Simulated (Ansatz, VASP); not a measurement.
**AlCu3 in VASP and in Ansatz**

```
CELL_PARAMETERS angstrom
3.56312 0.00000 0.00000
0.00000 3.56312 0.00000
0.00000 0.00000 3.56312
ATOMIC_POSITIONS crystal
Al 0.00000 0.00000 0.00000
Cu 0.50000 0.50000 0.00000
Cu 0.50000 0.00000 0.50000
Cu 0.00000 0.50000 0.50000
```

Alike in both runs: task single point; functional PBEsol; k mesh 6 × 6 × 6; occupations fermi-dirac, width 0.05 eV; no spin polarisation.

|  | VASP | Ansatz |
| --- | --- | --- |
| version | VASP 6.6.1 | Ansatz 0.2.0 |
| potentials or method | VASP PAW PBE potentials, release 64 (Al, Cu), cutoff 520 eV | plane waves, PAW |
| valence electrons in the cell | 36 | 60 |

```tsv
	VASP	Ansatz	Ansatz less VASP
pressure (GPa)	10.6	10.0	-0.58
```

VASP's potentials were made for PBE, not for PBEsol. VASP's potentials hold 36 valence electrons a cell and Ansatz's 60, so a difference there can come from the potentials and not from the codes.
